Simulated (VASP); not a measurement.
# CuO in VASP: further runs, part 2 of 2

VASP 6.6.1. The steps go on from the part before.

### 3 Single point, PBEsol+U

This run uses another cell than the first one, of 9.23 Å³/atom.

The input, INCAR:

```
  ALGO = Normal
  EDIFF = 1E-6
  ENCUT = 520
  GGA = PS
  ISIF = 2
  ISMEAR = -1
  LASPH = True
  LCHARG = True
  LDAU = True
  LDAUJ = 0 0
  LDAUL = 2 -1
  LDAUPRINT = 1
  LDAUTYPE = 2
  LDAUU = 5.3 0
  LELF = True
  LMAXMIX = 4
  LREAL = False
  LVHAR = True
  LWAVE = False
  NBANDS = 16
  NELM = 150
  PREC = Accurate
  SIGMA = 0.05
```

The input, KPOINTS:

```
k-points
0
Gamma
  11 11 11
```

The input, POSCAR:

```
CuO
1.0
   -0.0000020357      2.0973091463      2.0972566633
    2.0974397197     -0.0000026228      2.0972572503
    2.0974361040      2.0973061176      0.0000009929
Cu O
1 1
Direct
    0.0000005388      0.0000012569      0.9999993025
    0.4999994612      0.4999987431      0.5000006975
```

Potentials or basis: VASP PAW PBE potentials, release 64 (Cu, O).

On the command line:

```sh
$ cat potpaw_PBE.64/Cu/POTCAR potpaw_PBE.64/O/POTCAR > POTCAR
$ mpirun -np 1 vasp_std > vasp.out
```

OUTCAR:

```text
EDIFF = 1E-6
   ENCUT = 520
   GGA = PS
   ISIF = 2
   ISMEAR = -1
   LASPH = True
   LREAL = False
   NELM = 150
   PREC = Accurate

 ion  position               nearest neighbor table
   1  0.000  0.000  1.000-   2 2.10   2 2.10   2 2.10   2 2.10   2 2.10   2 2.10
   2  0.500  0.500  0.500-   1 2.10   1 2.10   1 2.10   1 2.10   1 2.10   1 2.10

  LATTYP: Found a face centered orthorhombic cell.
 ALAT       =     4.1945129207
 B/A-ratio  =     1.0000250246
 C/A-ratio  =     1.0000870038

  Lattice vectors:

 A1 = (   2.0974417554,  -2.0973117691,   0.0000005870)
 A2 = (   2.0974397197,  -0.0000026228,   2.0972572503)
 A3 = (   0.0000036157,  -2.0973087404,   2.0972562574)

Analysis of symmetry for initial positions (statically):
=====================================================================
 Subroutine PRICEL returns:
 Original cell was already a primitive cell.

 Routine SETGRP: Setting up the symmetry group for a
 face centered orthorhombic supercell.

 Subroutine GETGRP returns: Found  8 space group operations
 (whereof  8 operations were pure point group operations)
 out of a pool of  8 trial point group operations.

The static configuration has the point symmetry D_2h.

Analysis of symmetry for dynamics (positions and initial velocities):
=====================================================================
 Subroutine PRICEL returns:
 Original cell was already a primitive cell.

 Routine SETGRP: Setting up the symmetry group for a
 face centered orthorhombic supercell.

 Subroutine GETGRP returns: Found  8 space group operations
 (whereof  8 operations were pure point group operations)
 out of a pool of  8 trial point group operations.

The dynamic configuration has the point symmetry D_2h.

 Subroutine INISYM returns: Found  8 space group operations
 (whereof  8 operations are pure point group operations),
 and found     1 'primitive' translations

----------------------------------------------------------------------------------------

                                     Primitive cell

  volume of cell :      18.4516

  direct lattice vectors                    reciprocal lattice vectors
    -0.000002036  2.097309146  2.097256663    -0.238385732  0.238400394  0.238406771
     2.097439720 -0.000002623  2.097257250     0.238385552 -0.238400440  0.238406637
     2.097436104  2.097306118  0.000000993     0.238386374  0.238401082 -0.238406817

  length of vectors
     2.966005928  2.966098675  2.966130672     0.412916812  0.412916658  0.412917607

  position of ions in fractional coordinates (direct lattice)
     0.000000539  0.000001257  0.999999303
     0.499999461  0.499998743  0.500000697

  ion indices of the primitive-cell ions
   primitive index   ion index
                 1           1
                 2           2

----------------------------------------------------------------------------------------

[... 82 lines left out ...]
   EMIN   =  10.00;   EMAX   =-10.00  energy-range for DOS
   EFERMI =   0.00;   METHOD = LEGACY
   ISMEAR =    -1;   SIGMA  =   0.05  broadening in eV -4-tet -1-fermi 0-gaus
   EFERMI_NEDOS =   21; number of points for ismear=-14 and -15
   IALGO  =     38    algorithm
   IMIX   =      4    mixing-type and parameters
     AMIX     =   0.40;   BMIX     =  1.00
     AMIX_MAG =   1.60;   BMIX_MAG =  1.00
  volume/ion in A,a.u.               =       9.23        62.26
  Fermi-wavevector in a.u.,A,eV,Ry     =   1.592991  3.010317 34.526430  2.537621
  Thomas-Fermi vector in A             =   2.691291
   LORBIT       =      0    0 simple, 1 ext, 2 COOP (PROOUT), +10 PAW based schemes
 LDA+U is selected, type is set to LDAUTYPE =  2
   angular momentum for each species LDAUL =     2   -1
   U (eV)           for each species LDAUU =   5.3  0.0
   J (eV)           for each species LDAUJ =   0.0  0.0
   GGA     = PS    functional components
   LHFCALC =     F    Hartree Fock is set to
   AEXX    =    0.0000 exact exchange contribution
   IVDW    =     0    specifies the selected vdW correction
   LEPSILON=     F    determine dielectric tensor
   LRPA    =     F    only Hartree local field effects (RPA)
 non-spin polarized calculation
  energy-cutoff  :      520.00
  volume of cell :       18.45
 maximum number of plane-waves:       531
 NGX is ok and might be reduce to    24
   NGX = 11   NGY = 11   NGZ = 11

atom =   1  type =  1  l = 2

 onsite density matrix

spin component  1

  0.9686  0.0000  0.0000  0.0000 -0.0000
  0.0000  0.9686  0.0000 -0.0000 -0.0000
  0.0000  0.0000  0.8797  0.0000 -0.0000
  0.0000 -0.0000  0.0000  0.9686  0.0000
 -0.0000 -0.0000 -0.0000  0.0000  0.8797

spin component  2

  0.9686  0.0000  0.0000  0.0000 -0.0000
  0.0000  0.9686  0.0000 -0.0000 -0.0000
  0.0000  0.0000  0.8797  0.0000 -0.0000
  0.0000 -0.0000  0.0000  0.9686  0.0000
 -0.0000 -0.0000 -0.0000  0.0000  0.8797

 occupancies and eigenvectors

  o =  0.8797  v =  0.0000  0.0000 -0.9299  0.0000 -0.3679  0.0000  0.0000  0.0000  0.0000  0.0000      0.0000  0.0000  0.0000  0.0000  0.0000  0.0000  0.0000  0.0000  0.0000  0.0000
  o =  0.8797  v =  0.0000  0.0000  0.0000  0.0000  0.0000  0.0000  0.0000 -0.9299  0.0000 -0.3679      0.0000  0.0000  0.0000  0.0000  0.0000  0.0000  0.0000  0.0000  0.0000  0.0000
  o =  0.8797  v =  0.0000  0.0000  0.0000  0.0000  0.0000 -0.0000 -0.0000  0.3679  0.0000 -0.9299      0.0000  0.0000  0.0000  0.0000  0.0000  0.0000  0.0000  0.0000  0.0000  0.0000
  o =  0.8797  v = -0.0000 -0.0000  0.3679  0.0000 -0.9299  0.0000  0.0000  0.0000  0.0000  0.0000      0.0000  0.0000  0.0000  0.0000  0.0000  0.0000  0.0000  0.0000  0.0000  0.0000
  o =  0.9686  v =  0.7633 -0.3603  0.0000 -0.5362 -0.0000  0.0000  0.0000  0.0000  0.0000  0.0000      0.0000  0.0000  0.0000  0.0000  0.0000  0.0000  0.0000  0.0000  0.0000  0.0000
  o =  0.9686  v =  0.0000  0.0000  0.0000  0.0000  0.0000  0.7633 -0.3603  0.0000 -0.5362 -0.0000      0.0000  0.0000  0.0000  0.0000  0.0000  0.0000  0.0000  0.0000  0.0000  0.0000
  o =  0.9686  v = -0.6402 -0.3110 -0.0000 -0.7025 -0.0000  0.0000  0.0000  0.0000  0.0000  0.0000      0.0000  0.0000  0.0000  0.0000  0.0000  0.0000  0.0000  0.0000  0.0000  0.0000
  o =  0.9686  v =  0.0000  0.0000  0.0000  0.0000  0.0000 -0.6402 -0.3110 -0.0000 -0.7025 -0.0000      0.0000  0.0000  0.0000  0.0000  0.0000  0.0000  0.0000  0.0000  0.0000  0.0000
  o =  0.9686  v = -0.0864 -0.8795 -0.0000  0.4680  0.0000  0.0000  0.0000  0.0000  0.0000  0.0000      0.0000  0.0000  0.0000  0.0000  0.0000  0.0000  0.0000  0.0000  0.0000  0.0000
  o =  0.9686  v =  0.0000  0.0000  0.0000  0.0000  0.0000 -0.0864 -0.8795 -0.0000  0.4680  0.0000      0.0000  0.0000  0.0000  0.0000  0.0000  0.0000  0.0000  0.0000  0.0000  0.0000

 number of electron      16.9999991 magnetization

 Free energy of the ion-electron system (eV)
  ---------------------------------------------------
  ext. energy  EPLUGINS =         0.00000000
  ---------------------------------------------------
  free energy    TOTEN  =        -8.69724146 eV

  energy without entropy =       -8.68562089  energy(sigma->0) =       -8.69143117

 E-fermi :   5.6011     XC(G=0): -12.7994

 val. band max:        5.5459943177   @ k =  -0.2727   0.0909   0.0909
 cond. band min:       5.6058626822   @ k =   0.2727   0.0000  -0.0000
 fundamental gap:      0.0598683644
 Fermi energy:         5.6011275099

 k-point     1 :       0.0000    0.0000    0.0000
  band No.  band energies     occupation
      1     -13.5639      2.00000
      2       2.2236      2.00000
      3       2.2240      2.00000
      4       2.2241      2.00000
      5       2.9059      2.00000
      6       2.9062      2.00000
[... 433 lines left out ...]
      3       0.8992      2.00000
      4       1.1421      2.00000
      5       2.4965      2.00000
      6       2.9377      2.00000
[... 8 lines left out ...]
     15      29.1677      0.00000
     16      29.4608      0.00000

 [... further k-points ...]
[... 5 lines left out ...]
  --------------------------------------------------------------------------------------
  -------------------------------------------------------------------------------------
  Total       -0.8701023     -0.8702037     -0.8702479      0.0000023     -0.0000002     -0.0000007
  in kB      -75.5522916    -75.5610919    -75.5649327      0.0002036     -0.0000146     -0.0000569
  external PRESSURE =     -75.5594387 kB  Pullay stress =       0.0000000 kB

 VOLUME and BASIS-vectors are now :
 -----------------------------------------------------------------------------
  energy-cutoff  :      520.00
  volume of cell :       18.45
      direct lattice vectors                 reciprocal lattice vectors
    -0.000002036  2.097309146  2.097256663    -0.238385732  0.238400394  0.238406771
     2.097439720 -0.000002623  2.097257250     0.238385552 -0.238400440  0.238406637
     2.097436104  2.097306118  0.000000993     0.238386374  0.238401082 -0.238406817

 POSITION                                       TOTAL-FORCE (eV/Angst)
 -----------------------------------------------------------------------------------
      2.09744      2.09731      0.00000         0.000000      0.000000      0.000000
      2.09744      2.09731      2.09725        -0.000000      0.000000     -0.000000
 -----------------------------------------------------------------------------------
    total drift:                                0.001120     -0.000318      0.003595

  FREE ENERGIE OF THE ION-ELECTRON SYSTEM (eV)
  ---------------------------------------------------
  free  energy   TOTEN  =        -8.6972414557 eV

  energy  without entropy=       -8.6856208871  energy(sigma->0) =       -8.69143117
```

Run time: 58 s. Hardware: 1 thread of Intel Xeon 8259CL, shared host; peak memory 0.19 GiB.

What came out:

* Free energy: -8.6972 eV
* Pressure: -7.6 GPa
* Band gap on the k mesh: zero (an odd number of electrons rules out a gap without spin polarisation)

Eigenvalues of the final occupation matrices:
```
    site  spin  trace               eigenvalues
site 1 d     1   4.67  0.88 0.88 0.97 0.97 0.97
site 1 d     2   4.67  0.88 0.88 0.97 0.97 0.97
```

Caveat: the cell stands under tension; the PAW data sets were made with another functional, which shifts forces and pressure a little; an odd number of electrons without spin polarisation forces a metal; a magnetic or distorted state may lie lower; U without spin polarisation on a metal has little footing.

The gap in the log of VASP goes by the Fermi energy; the results here count the filled bands.